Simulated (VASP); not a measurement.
# In2BAs3 (P-6m2) in VASP: further runs

In2BAs3 is run at these levels: PBE; tasks: single point, relaxation of cell and atoms.

Everything below comes from runs of VASP 6.6.1. Logs are shortened: lines on timing, memory, paths and dates and some standing lists are left out, and cuts for length are marked.

## Step 1: The cell of the first run

The structure is hexagonal, space group P-6m2 (No. 187). Conventional cell: a = 4.264 Å, b = 4.264 Å, c = 8.956 Å, α = 90.00°, β = 90.00°, γ = 120.00°. Within 4.4 Å of In (site symmetry 3m) lie 3 B at 3.32 Å and 9 As at 3.32 to 3.34 Å and 6 In at 4.26 Å. Within 3.3 Å of B (site symmetry -6m2) lie 3 As at 2.46 Å. Within 3.3 Å of As (site symmetry -6m2) lie 3 As at 2.46 Å. As (site symmetry -6m2) has 3 B at 2.46 Å within 3.3 Å. Within 3.3 Å of As (site symmetry -6m2) lie 3 As at 2.46 Å.

## Step 2: Single point, PBE

Input file INCAR:

```
SYSTEM = In2BAs3
PREC     = Accurate       ! precision mode
ENCUT    = 520            ! plane-wave cutoff, eV
EDIFF    = 1E-7           ! SCF threshold, eV
ISMEAR   = 0              ! smearing method
SIGMA    = 0.1            ! smearing width, eV
LREAL    = .False.        ! projectors in reciprocal space
LASPH    = .True.         ! aspherical terms in the spheres
NELM     = 80             ! most SCF steps
ALGO     = Normal         ! electronic algorithm
ISIF     = 2              ! what is computed and relaxed
LWAVE    = .False.        ! write WAVECAR
LCHARG   = .True.         ! write CHGCAR
GGA      = PE             ! functional
LELF     = .True.         ! ELF
LVHAR    = .True.       
NBANDS   = 31             ! bands
```

Input file KPOINTS:

```
Automatic mesh
0
Gamma
  6 6 2
  0 0 0
```

Input file POSCAR:

```
In2BAs3
1.0
    4.2641214600      0.0000000000      0.0000000000
   -2.1320607300      3.6928375100      0.0000000000
    0.0000000000      0.0000000000      8.9564137000
In B As
2 1 3
Direct
    0.6666666700      0.3333333300      0.2478670000
    0.6666666700      0.3333333300      0.7521330000
    0.0000000000      0.0000000000      0.0000000000
    0.0000000000      0.0000000000      0.5000000000
    0.3333333300      0.6666666700      0.0000000000
    0.3333333300      0.6666666700      0.5000000000
```

Potentials or basis: VASP PAW PBE potentials, release 64 (In_d, B, As).

Command:

```sh
$ cat potpaw_PBE.64/In_d/POTCAR potpaw_PBE.64/B/POTCAR potpaw_PBE.64/As/POTCAR > POTCAR
$ mpirun -np 1 vasp_std > vasp.out
```

OUTCAR:

```text
SYSTEM = In2BAs3
   PREC = Accurate
   ENCUT = 520
   EDIFF = 1E-7
   ISMEAR = 0
   LREAL = .False.
   LASPH = .True.
   NELM = 80
   ISIF = 2
   GGA = PE

 ion  position               nearest neighbor table
   1  0.667  0.333  0.248-   5 3.32   5 3.32   5 3.32   4 3.34   6 3.34   6 3.34   4 3.34   4 3.34
                             6 3.34
   2  0.667  0.333  0.752-   5 3.32   5 3.32   5 3.32   4 3.34   6 3.34   6 3.34   4 3.34   4 3.34
                             6 3.34
   3  0.000  0.000  0.000-   5 2.46   5 2.46   5 2.46
   4  0.000  0.000  0.500-   6 2.46   6 2.46   6 2.46   1 3.34   2 3.34   2 3.34   1 3.34   2 3.34
                             1 3.34
   5  0.333  0.667  0.000-   3 2.46   3 2.46   3 2.46   1 3.32   2 3.32   1 3.32   2 3.32   1 3.32
                             2 3.32
   6  0.333  0.667  0.500-   4 2.46   4 2.46   4 2.46   1 3.34   2 3.34   1 3.34   2 3.34   1 3.34
                             2 3.34

  LATTYP: Found a hexagonal cell.
 ALAT       =     4.2641214600
 C/A-ratio  =     2.1004124259

  Lattice vectors:

 A1 = (   4.2641214600,   0.0000000000,   0.0000000000)
 A2 = (  -2.1320607300,   3.6928375100,   0.0000000000)
 A3 = (   0.0000000000,   0.0000000000,   8.9564137000)

Analysis of symmetry for initial positions (statically):
=====================================================================
 Subroutine PRICEL returns:
 Original cell was already a primitive cell.

 Routine SETGRP: Setting up the symmetry group for a
 hexagonal supercell.

 Subroutine GETGRP returns: Found 12 space group operations
 (whereof 12 operations were pure point group operations)
 out of a pool of 24 trial point group operations.

The static configuration has the point symmetry D_3h.

Analysis of symmetry for dynamics (positions and initial velocities):
=====================================================================
 Subroutine PRICEL returns:
 Original cell was already a primitive cell.

 Routine SETGRP: Setting up the symmetry group for a
 hexagonal supercell.

 Subroutine GETGRP returns: Found 12 space group operations
 (whereof 12 operations were pure point group operations)
 out of a pool of 24 trial point group operations.

The dynamic configuration has the point symmetry D_3h.

 Subroutine INISYM returns: Found 12 space group operations
 (whereof 12 operations are pure point group operations),
 and found     1 'primitive' translations

[... 95 lines left out ...]
   IBRION =     -1    ionic relax: 0-MD 1-quasi-New 2-CG
   NFREE  =      0    steps in history (QN), initial steepest desc. (CG)
   ISIF   =      2    stress and relaxation
   ISYM   =      2    0-nonsym 1-usesym 2-fastsym
   POTIM  = 0.5000    time-step for ionic-motion
   TEBEG  =    0.0;   TEEND  =   0.0 temperature during run
   PSTRESS=    0.0 pullay stress
   NELECT =      44.0000    total number of electrons
   NUPDOWN=      -1.0000    fix difference up-down
   EMIN   =  10.00;   EMAX   =-10.00  energy-range for DOS
   EFERMI =   0.00;   METHOD = LEGACY
   ISMEAR =     0;   SIGMA  =   0.10  broadening in eV -4-tet -1-fermi 0-gaus
   EFERMI_NEDOS =   21; number of points for ismear=-14 and -15
   IALGO  =     38    algorithm
   IMIX   =      4    mixing-type and parameters
     AMIX     =   0.40;   BMIX     =  1.00
     AMIX_MAG =   1.60;   BMIX_MAG =  1.00
  volume/ion in A,a.u.               =      23.51       158.62
  Fermi-wavevector in a.u.,A,eV,Ry     =   1.110327  2.098215 16.773631  1.232827
  Thomas-Fermi vector in A             =   2.246878
   LORBIT       =      0    0 simple, 1 ext, 2 COOP (PROOUT), +10 PAW based schemes
   GGA     = PE    functional components
   LHFCALC =     F    Hartree Fock is set to
   AEXX    =    0.0000 exact exchange contribution
   IVDW    =     0    specifies the selected vdW correction
   LEPSILON=     F    determine dielectric tensor
   LRPA    =     F    only Hartree local field effects (RPA)
 non-spin polarized calculation
 Gauss-broadening in eV      SIGMA  =   0.10
  energy-cutoff  :      520.00
  volume of cell :      141.03
 maximum number of plane-waves:      3822
 NGX is ok and might be reduce to    32
   NGX = 15   NGY = 15   NGZ = 33

 number of electron      44.0000012 magnetization

 Free energy of the ion-electron system (eV)
  ---------------------------------------------------
  ext. energy  EPLUGINS =         0.00000000
  ---------------------------------------------------
  free energy    TOTEN  =       -21.97272019 eV

  energy without entropy =      -21.96049317  energy(sigma->0) =      -21.96660668

 E-fermi :   5.2222     XC(G=0):  -9.6662

 val. band max:        5.2158300742   @ k =   0.3333   0.1667   0.5000
 cond. band min:       5.3194105123   @ k =   0.0000   0.0000   0.0000
 fundamental gap:      0.1035804381
 Fermi energy:         5.2221964247

 k-point     1 :       0.0000    0.0000    0.0000
  band No.  band energies     occupation
      1      -9.3421      2.00000
      2      -9.2490      2.00000
      3      -9.2490      2.00000
      4      -9.2434      2.00000
      5      -9.2434      2.00000
      6      -9.2425      2.00000
[... 465 lines left out ...]
     30       9.0520      0.00000
     31       9.0524      0.00000

------------------------ aborting loop because EDIFF is reached ----------------------------------------

  FORCE on cell =-STRESS in cart. coord.  units (eV):
  Direction    XX          YY          ZZ          XY          YZ          ZX
  --------------------------------------------------------------------------------------
  -------------------------------------------------------------------------------------
  Total       -0.3621762     -0.3621762      0.1337752      0.0000000      0.0000000      0.0000000
  in kB       -4.1144004     -4.1144004      1.5197153      0.0000000      0.0000000      0.0000000
  external PRESSURE =      -2.2363618 kB  Pullay stress =       0.0000000 kB

 VOLUME and BASIS-vectors are now :
 -----------------------------------------------------------------------------
  energy-cutoff  :      520.00
  volume of cell :      141.03
      direct lattice vectors                 reciprocal lattice vectors
     4.264121460  0.000000000  0.000000000     0.234514896  0.135397238  0.000000000
    -2.132060730  3.692837510  0.000000000     0.000000000  0.270794476  0.000000000
     0.000000000  0.000000000  8.956413700     0.000000000  0.000000000  0.111651832

 POSITION                                       TOTAL-FORCE (eV/Angst)
 -----------------------------------------------------------------------------------
      2.13206      1.23095      2.22000         0.000000      0.000000     -0.378601
      2.13206      1.23095      6.73641        -0.000000      0.000000      0.378601
      0.00000      0.00000      0.00000         0.000000      0.000000      0.000000
      0.00000      0.00000      4.47821         0.000000      0.000000      0.000000
     -0.00000      2.46189      0.00000         0.000000     -0.000000      0.000000
     -0.00000      2.46189      4.47821        -0.000000      0.000000      0.000000
 -----------------------------------------------------------------------------------
    total drift:                               -0.000012      0.000007      0.000000

  FREE ENERGIE OF THE ION-ELECTRON SYSTEM (eV)
  ---------------------------------------------------
  free  energy   TOTEN  =       -21.9727201915 eV

  energy  without entropy=      -21.9604931748  energy(sigma->0) =      -21.96660668
```

OSZICAR:

```text
N       E                     dE             d eps       ncg     rms          rms(c)
DAV:   1     0.358679295394E+03    0.35868E+03   -0.19491E+04   868   0.152E+03
DAV:   2     0.188229137278E+02   -0.33986E+03   -0.32748E+03   875   0.380E+02
DAV:   3    -0.204975412106E+02   -0.39320E+02   -0.37854E+02  1129   0.134E+02
DAV:   4    -0.222349172021E+02   -0.17374E+01   -0.17285E+01  1031   0.269E+01
DAV:   5    -0.223047438328E+02   -0.69827E-01   -0.69796E-01  1330   0.559E+00    0.520E+00
DAV:   6    -0.220230304430E+02    0.28171E+00   -0.14627E+00  1236   0.658E+00    0.304E+00
DAV:   7    -0.219816010902E+02    0.41429E-01   -0.39085E-01  1050   0.239E+00    0.175E+00
DAV:   8    -0.219740834047E+02    0.75177E-02   -0.88346E-02  1054   0.111E+00    0.440E-01
DAV:   9    -0.219726897169E+02    0.13937E-02   -0.10601E-02  1157   0.674E-01    0.210E-01
DAV:  10    -0.219726885992E+02    0.11178E-05   -0.20971E-03  1166   0.225E-01    0.124E-01
DAV:  11    -0.219727188863E+02   -0.30287E-04   -0.21656E-04  1061   0.133E-01    0.290E-02
DAV:  12    -0.219727201314E+02   -0.12451E-05   -0.37460E-05  1278   0.569E-02    0.715E-03
DAV:  13    -0.219727204180E+02   -0.28659E-06   -0.47003E-06  1193   0.149E-02    0.376E-03
DAV:  14    -0.219727203005E+02    0.11754E-06   -0.37821E-07   934   0.365E-03    0.153E-03
DAV:  15    -0.219727201823E+02    0.11819E-06   -0.72563E-08   609   0.182E-03    0.468E-04
DAV:  16    -0.219727201915E+02   -0.92555E-08   -0.16421E-08   637   0.123E-03
   1 F= -.21972720E+02 E0= -.21966607E+02  d E =-.122270E-01
```

stdout:

```text
POSCAR found type information on POSCAR InB As
 POSCAR found :  3 types and       6 ions
 scaLAPACK will be used
 LDA part: xc-table for (Slater+PW92), standard interpolation
 POSCAR, INCAR and KPOINTS ok, starting setup
 FFT: planning ... GRIDC
 FFT: planning ... GRID_SOFT
 FFT: planning ... GRID
 WAVECAR not read
 entering main loop
```

It took 77 s on 1 thread of Intel Xeon 6975P-C, shared host; peak memory 0.28 GiB.

What came out:

```yaml
Free_energy: -21.9727 eV
Pressure: -0.2 GPa
Largest_force: 0.379 eV/Å
Band_gap_on_the_k_mesh: zero (band 22 reaches 5.44 eV, above the bottom of band 23 at 5.22 eV)
```

Forces in eV/Å, atoms in the order of the input:
```
In   0.000  0.000 -0.379
In   0.000  0.000  0.379
B    0.000  0.000  0.000
As   0.000  0.000  0.000
As   0.000  0.000  0.000
As   0.000  0.000  0.000
```

Caveat: spin-orbit coupling is left out, which moves the levels of the heavy elements.

## Step 3: Single point, PBE

This run uses another cell than the first one, of 23.29 Å³/atom, 0.991 times its volume.

Input file INCAR:

```
PREC = Accurate ; ENCUT = 520
EDIFF = 1E-6 ; ISMEAR = 0
SIGMA = 0.1 ; LREAL = False
LASPH = True ; NELM = 60
ALGO = Normal ; ISIF = 2
LWAVE = False ; LCHARG = True
GGA = PE ; LELF = True
LVHAR = True ; NBANDS = 31
```

Input file KPOINTS:

```
Automatic mesh
0
Gamma
  12 12 4
```

Input file POSCAR:

```
In2BAs3
1.0
    4.2681771797      0.0000000000      0.0000000000
   -2.1340885899      3.6963498655      0.0000000000
    0.0000000000      0.0000000000      8.8573119037
In B As
2 1 3
Direct
    0.6666666667      0.3333333333      0.2238523688
    0.6666666667      0.3333333333      0.7761476312
    0.0000000000      0.0000000000      0.0000000000
    0.0000000000      0.0000000000      0.5000000000
    0.3333333333      0.6666666667      0.0000000000
    0.3333333333      0.6666666667      0.5000000000
```

Potentials or basis: VASP PAW PBE potentials, release 64 (In_d, B, As).

Command:

```sh
$ cat potpaw_PBE.64/In_d/POTCAR potpaw_PBE.64/B/POTCAR potpaw_PBE.64/As/POTCAR > POTCAR
$ mpirun -np 1 vasp_std > vasp.out
```

It took 4.2 min on 1 thread of Intel Xeon 6975P-C, shared host; peak memory 0.4 GiB.

The run converged. Its results:

```
Free energy            : -22.0534 eV
Pressure               : 0.1 GPa
Band gap on the k mesh : zero (band 22 reaches 5.76 eV, above the bottom of band 23 at 5.05 eV)
```

Forces on the atoms (eV/Å):
```
In   0.000  0.000 -0.003
In   0.000  0.000  0.003
B    0.000  0.000  0.000
As   0.000  0.000  0.000
As   0.000  0.000  0.000
As   0.000  0.000  0.000
```

Levels at points of the mesh, in eV from the Fermi level:
```tsv
k point	band 18	band 19	band 20	band 21	band 22	band 23	band 24	band 25	band 26	band 27
(0.00, 0.00, 0.00)	-3.55	-2.50	-2.19	-2.19	0.36	0.36	1.46	1.46	1.69	2.07
(0.50, 0.00, 0.00)	-3.88	-3.48	-2.18	-1.46	-0.43	0.66	0.82	1.23	2.26	4.14
(0.00, 0.00, 0.50)	-3.02	-2.19	-2.19	-0.67	-0.25	0.62	0.62	0.98	0.98	2.32
(0.50, 0.00, 0.50)	-3.53	-3.09	-2.89	-1.89	-1.58	1.04	1.30	3.05	3.39	3.46
```

Caveat: spin-orbit coupling is left out, which moves the levels of the heavy elements.

[end of part 1 of 2]
